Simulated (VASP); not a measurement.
# Ga2As (Pn-3m) in VASP: notebook

Ga2As is run at these levels: PBE; tasks: single point, relaxation of cell and atoms.

Everything below comes from runs of VASP 6.6.1. Logs are shortened: lines on timing, memory, paths and dates and some standing lists are left out, and cuts for length are marked.

### 1 The cell of the first run

The structure is cubic, space group Pn-3m (No. 224). The conventional cell has a = 5.749 Å, b = 5.749 Å, c = 5.749 Å, α = 90.00°, β = 90.00°, γ = 90.00°. Ga (site symmetry -3m) has 2 As at 2.49 Å within 3.3 Å. As (site symmetry -43m) has 4 Ga at 2.49 Å within 3.3 Å.

The cell was generated, and may not be a known phase.

### 2 Single point, PBE

Input file INCAR:

```
PREC     = Accurate       # precision mode
ENCUT    = 520            # plane-wave cutoff, eV
EDIFF    = 1E-7           # SCF threshold, eV
ISMEAR   = 0              # smearing method
SIGMA    = 0.1            # smearing width, eV
LREAL    = F              # projectors in reciprocal space
LASPH    = T              # aspherical terms in the spheres
NELM     = 100            # most SCF steps
ALGO     = Fast           # electronic algorithm
ISIF     = 2              # what is computed and relaxed
LWAVE    = F              # write WAVECAR
LCHARG   = F              # write CHGCAR
GGA      = PE             # functional
NBANDS   = 40             # bands
```

Input file KPOINTS:

```
Automatic mesh
0
Gamma
  8 8 8
```

Input file POSCAR:

```
Ga2As
1.0
    5.7492435438      0.0000000000      0.0000000000
    0.0000000000      5.7492435438      0.0000000000
    0.0000000000      0.0000000000      5.7492435438
Ga As
4 2
Direct
    0.2500000000      0.2500000000      0.2500000000
    0.2500000000      0.7500000000      0.7500000000
    0.7500000000      0.7500000000      0.2500000000
    0.7500000000      0.2500000000      0.7500000000
    0.0000000000      0.0000000000      0.0000000000
    0.5000000000      0.5000000000      0.5000000000
```

Potentials or basis: VASP PAW PBE potentials, release 64 (Ga_d, As).

Command:

```console
cat potpaw_PBE.64/Ga_d/POTCAR potpaw_PBE.64/As/POTCAR > POTCAR
mpirun -np 1 vasp_std > vasp.out
```

OUTCAR:

```text
PREC = Accurate
   ENCUT = 520
   EDIFF = 1E-7
   ISMEAR = 0
   LREAL = F
   LASPH = T
   NELM = 100
   ISIF = 2
   GGA = PE

 ion  position               nearest neighbor table
   1  0.250  0.250  0.250-   5 2.49   6 2.49
   2  0.250  0.750  0.750-   5 2.49   6 2.49
   3  0.750  0.750  0.250-   5 2.49   6 2.49
   4  0.750  0.250  0.750-   5 2.49   6 2.49
   5  0.000  0.000  0.000-   1 2.49   2 2.49   3 2.49   4 2.49
   6  0.500  0.500  0.500-   1 2.49   2 2.49   3 2.49   4 2.49

  LATTYP: Found a simple cubic cell.
 ALAT       =     5.7492435438

  Lattice vectors:

 A1 = (   5.7492435438,   0.0000000000,   0.0000000000)
 A2 = (   0.0000000000,   5.7492435438,   0.0000000000)
 A3 = (   0.0000000000,   0.0000000000,   5.7492435438)

Analysis of symmetry for initial positions (statically):
=====================================================================
 Subroutine PRICEL returns:
 Original cell was already a primitive cell.

 Routine SETGRP: Setting up the symmetry group for a
 simple cubic supercell.

 Subroutine GETGRP returns: Found 48 space group operations
 (whereof 24 operations were pure point group operations)
 out of a pool of 48 trial point group operations.

The static configuration has the point symmetry T_d .
 The point group associated with its full space group is O_h .

Analysis of symmetry for dynamics (positions and initial velocities):
=====================================================================
 Subroutine PRICEL returns:
 Original cell was already a primitive cell.

 Routine SETGRP: Setting up the symmetry group for a
 simple cubic supercell.

 Subroutine GETGRP returns: Found 48 space group operations
 (whereof 24 operations were pure point group operations)
 out of a pool of 48 trial point group operations.

The dynamic configuration has the point symmetry T_d .
 The point group associated with its full space group is O_h .

 Subroutine INISYM returns: Found 48 space group operations
 (whereof 24 operations are pure point group operations),
 and found     1 'primitive' translations

----------------------------------------------------------------------------------------

                                     Primitive cell

  volume of cell :     190.0344

  direct lattice vectors                    reciprocal lattice vectors
     5.749243544  0.000000000  0.000000000     0.173935926  0.000000000  0.000000000
[... 92 lines left out ...]
   ENCUT  =  520.0 eV  38.22 Ry    6.18 a.u.  10.69 10.69 10.69*2*pi/ulx,y,z
   NELM   =    100;   NELMIN=  2; NELMDL= -5     # of ELM steps
   EDIFF  = 0.1E-06   stopping-criterion for ELM
   LREAL  =      F    real-space projection
   EDIFFG = 0.1E-05   stopping-criterion for IOM
   NSW    =      0    number of steps for IOM
   IBRION =     -1    ionic relax: 0-MD 1-quasi-New 2-CG
   NFREE  =      0    steps in history (QN), initial steepest desc. (CG)
   ISIF   =      2    stress and relaxation
   ISYM   =      2    0-nonsym 1-usesym 2-fastsym
   POTIM  = 0.5000    time-step for ionic-motion
   TEBEG  =    0.0;   TEEND  =   0.0 temperature during run
   PSTRESS=    0.0 pullay stress
   NELECT =      62.0000    total number of electrons
   NUPDOWN=      -1.0000    fix difference up-down
   EMIN   =  10.00;   EMAX   =-10.00  energy-range for DOS
   EFERMI =   0.00;   METHOD = LEGACY
   ISMEAR =     0;   SIGMA  =   0.10  broadening in eV -4-tet -1-fermi 0-gaus
   EFERMI_NEDOS =   21; number of points for ismear=-14 and -15
   IALGO  =     68    algorithm
   IMIX   =      4    mixing-type and parameters
     AMIX     =   0.40;   BMIX     =  1.00
     AMIX_MAG =   1.60;   BMIX_MAG =  1.00
  volume/ion in A,a.u.               =      31.67       213.74
  Fermi-wavevector in a.u.,A,eV,Ry     =   1.127011  2.129741 17.281481  1.270153
  Thomas-Fermi vector in A             =   2.263695
   LORBIT       =      0    0 simple, 1 ext, 2 COOP (PROOUT), +10 PAW based schemes
   GGA     = PE    functional components
   LHFCALC =     F    Hartree Fock is set to
   AEXX    =    0.0000 exact exchange contribution
   IVDW    =     0    specifies the selected vdW correction
   LEPSILON=     F    determine dielectric tensor
   LRPA    =     F    only Hartree local field effects (RPA)
 non-spin polarized calculation
 RMM-DIIS sequential band-by-band and
 Gauss-broadening in eV      SIGMA  =   0.10
  energy-cutoff  :      520.00
  volume of cell :      190.03
 maximum number of plane-waves:      5146
 NGX is ok and might be reduce to    48
   NGX = 21   NGY = 21   NGZ = 21

 number of electron      62.0000069 magnetization

 Free energy of the ion-electron system (eV)
  ---------------------------------------------------
  ext. energy  EPLUGINS =         0.00000000
  ---------------------------------------------------
  free energy    TOTEN  =       -17.37653367 eV

  energy without entropy =      -17.35574681  energy(sigma->0) =      -17.36614024

 E-fermi :   2.1033     XC(G=0):  -8.3152

 val. band max:        2.0941282955   @ k =   0.5000   0.0000   0.0000
 cond. band min:       2.1068613164   @ k =   0.5000   0.3750   0.2500
 fundamental gap:      0.0127330209
 Fermi energy:         2.1032989369

 k-point     1 :       0.0000    0.0000    0.0000
  band No.  band energies     occupation
      1     -13.3585      2.00000
      2     -13.1561      2.00000
      3     -13.1561      2.00000
      4     -13.1561      2.00000
      5     -13.1277      2.00000
      6     -13.1277      2.00000
[... 1021 lines left out ...]
     39       5.5115      0.00000
     40       5.8707      0.00000

 [... further k-points ...]
[... 5 lines left out ...]
  --------------------------------------------------------------------------------------
  -------------------------------------------------------------------------------------
  Total        0.1214680      0.1214680      0.1214680     -0.0000000      0.0000000     -0.0000000
  in kB        1.0240954      1.0240954      1.0240954     -0.0000000      0.0000000     -0.0000000
  external PRESSURE =       1.0240954 kB  Pullay stress =       0.0000000 kB

 VOLUME and BASIS-vectors are now :
 -----------------------------------------------------------------------------
  energy-cutoff  :      520.00
  volume of cell :      190.03
      direct lattice vectors                 reciprocal lattice vectors
     5.749243544  0.000000000  0.000000000     0.173935926  0.000000000  0.000000000
     0.000000000  5.749243544  0.000000000     0.000000000  0.173935926  0.000000000
     0.000000000  0.000000000  5.749243544     0.000000000  0.000000000  0.173935926

 POSITION                                       TOTAL-FORCE (eV/Angst)
 -----------------------------------------------------------------------------------
      1.43731      1.43731      1.43731         0.000000      0.000000      0.000000
      1.43731      4.31193      4.31193        -0.000000     -0.000000      0.000000
      4.31193      4.31193      1.43731         0.000000      0.000000      0.000000
      4.31193      1.43731      4.31193        -0.000000     -0.000000     -0.000000
      0.00000      0.00000      0.00000         0.000000     -0.000000      0.000000
      2.87462      2.87462      2.87462         0.000000     -0.000000      0.000000
 -----------------------------------------------------------------------------------
    total drift:                                0.000000     -0.000000      0.000000

  FREE ENERGIE OF THE ION-ELECTRON SYSTEM (eV)
  ---------------------------------------------------
  free  energy   TOTEN  =       -17.3765336723 eV

  energy  without entropy=      -17.3557468053  energy(sigma->0) =      -17.36614024
```

OSZICAR:

```text
N       E                     dE             d eps       ncg     rms          rms(c)
DAV:   1     0.480250779018E+03    0.48025E+03   -0.29154E+04  3040   0.213E+03
DAV:   2     0.485487074269E+02   -0.43170E+03   -0.41389E+03  3024   0.559E+02
DAV:   3    -0.145411121480E+02   -0.63090E+02   -0.61438E+02  3312   0.152E+02
DAV:   4    -0.177341773211E+02   -0.31931E+01   -0.31717E+01  3360   0.359E+01
DAV:   5    -0.178171653223E+02   -0.82988E-01   -0.82934E-01  3184   0.566E+00    0.466E+00
RMM:   6    -0.174116583394E+02    0.40551E+00   -0.64479E-01  3695   0.400E+00    0.240E+00
RMM:   7    -0.173843562918E+02    0.27302E-01   -0.27583E-01  3684   0.185E+00    0.883E-01
RMM:   8    -0.173782720723E+02    0.60842E-02   -0.52653E-02  3637   0.151E+00    0.160E-01
RMM:   9    -0.173762675869E+02    0.20045E-02   -0.12622E-02  3789   0.730E-01    0.742E-02
RMM:  10    -0.173765184144E+02   -0.25083E-03   -0.26832E-03  4615   0.323E-01    0.486E-02
RMM:  11    -0.173766444435E+02   -0.12603E-03   -0.10059E-03  3663   0.229E-01    0.348E-02
RMM:  12    -0.173765304283E+02    0.11402E-03   -0.26319E-04  3844   0.121E-01    0.191E-02
RMM:  13    -0.173765321753E+02   -0.17470E-05   -0.67600E-05  3779   0.502E-02    0.356E-03
RMM:  14    -0.173765333670E+02   -0.11917E-05   -0.17305E-05  4606   0.254E-02    0.930E-04
RMM:  15    -0.173765335987E+02   -0.23166E-06   -0.26052E-06  3857   0.890E-03    0.881E-04
RMM:  16    -0.173765336723E+02   -0.73656E-07   -0.50482E-07  2940   0.454E-03
   1 F= -.17376534E+02 E0= -.17366140E+02  d E =-.207869E-01
```

Wall time 8.9 min (1 thread of Oxide Virtual Turin-like, shared host); peak memory 0.41 GiB.

Results:

```yaml
Free_energy: -17.3765 eV
Pressure: 0.1 GPa
Band_gap_on_the_k_mesh: zero (bands 31 and 32 overlap by 1.07 eV)
```

### 3 Relaxation of cell and atoms, PBE

This run uses another cell than the first one, of 31.18 Å³/atom.

Input file INCAR:

```
PREC     = Accurate       # precision mode
ENCUT    = 600            # plane-wave cutoff, eV
EDIFF    = 1E-6           # SCF threshold, eV
ISMEAR   = 0              # smearing method
SIGMA    = 0.1            # smearing width, eV
LREAL    = F              # projectors in reciprocal space
LASPH    = T              # aspherical terms in the spheres
NELM     = 60             # most SCF steps
ALGO     = Fast           # electronic algorithm
ISIF     = 3              # what is computed and relaxed
LWAVE    = F              # write WAVECAR
LCHARG   = F              # write CHGCAR
GGA      = PE             # functional
IBRION   = 2              # ionic algorithm
NSW      = 100            # ionic steps
EDIFFG   = -0.01          # ionic threshold
```

KPOINTS is that of step 2.

POSCAR: that of step 2 with these lines changed.

```diff
@@ -2,5 +2,5 @@
 1.0
-    5.7492435438      0.0000000000      0.0000000000
-    0.0000000000      5.7492435438      0.0000000000
-    0.0000000000      0.0000000000      5.7492435438
+    5.7193895639      0.0000000000      0.0000000000
+    0.0000000000      5.7193895639      0.0000000000
+    0.0000000000      0.0000000000      5.7193895639
 Ga As
```

Potentials or basis: VASP PAW PBE potentials, release 64 (Ga_d, As).

Command:

```console
cat potpaw_PBE.64/Ga_d/POTCAR potpaw_PBE.64/As/POTCAR > POTCAR
mpirun -np 1 vasp_std > vasp.out
```

Wall time 18 min (1 thread of Oxide Virtual Turin-like, shared host); peak memory 0.47 GiB.

It converged, with:

```yaml
Free_energy: -17.3758 eV
Relaxed_volume: 31.81 Å³/atom
Relaxed_cell: a = 5.757 Å, b = 5.757 Å, c = 5.757 Å, α = 90.00°, β = 90.00°, γ = 90.00°
Space_group_after_relaxing_to_0.1_Å: Pn-3m (No. 224)
Energy_gained_by_relaxing: 0.7 meV/atom
Ionic_steps: 3
Pressure_after_relaxing: 0.0 GPa
Band_gap_on_the_k_mesh: zero (bands 31 and 32 overlap by 1.07 eV)
```

Step by step:
```csv
step,energy change (eV),largest force (eV/Å),pressure (GPa),volume (Å³)
1,0.0000,0.0000,0.41,187.09
2,-0.0036,0.0000,0.17,189.26
3,-0.0043,0.0000,0.00,190.84
```

Final structure:
```
CELL_PARAMETERS angstrom
5.75735 0.00000 0.00000
0.00000 5.75735 0.00000
0.00000 0.00000 5.75735
ATOMIC_POSITIONS crystal
Ga 0.25000 0.25000 0.25000
Ga 0.25000 0.75000 0.75000
Ga 0.75000 0.75000 0.25000
Ga 0.75000 0.25000 0.75000
As 0.00000 0.00000 0.00000
As 0.50000 0.50000 0.50000
```

Levels at points of the mesh, in eV from the Fermi level:
| k point | band 28 | band 29 | band 30 | band 31 | band 32 | band 33 | band 34 | band 35 |
| --- | --- | --- | --- | --- | --- | --- | --- | --- |
| (0.00, 0.00, 0.00) | -3.29 | -3.29 | -1.08 | -1.08 | 1.20 | 1.20 | 1.20 | 2.20 |
| (0.50, 0.00, 0.00) | -3.44 | -0.16 | -0.16 | 0.00 | 0.00 | 0.54 | 0.54 | 1.01 |
| (0.50, 0.50, 0.00) | -3.25 | -1.52 | -1.52 | -0.61 | -0.61 | 2.29 | 2.29 | 2.30 |
| (0.50, 0.50, 0.50) | -4.06 | -1.68 | 0.46 | 0.46 | 0.46 | 1.34 | 1.34 | 1.34 |
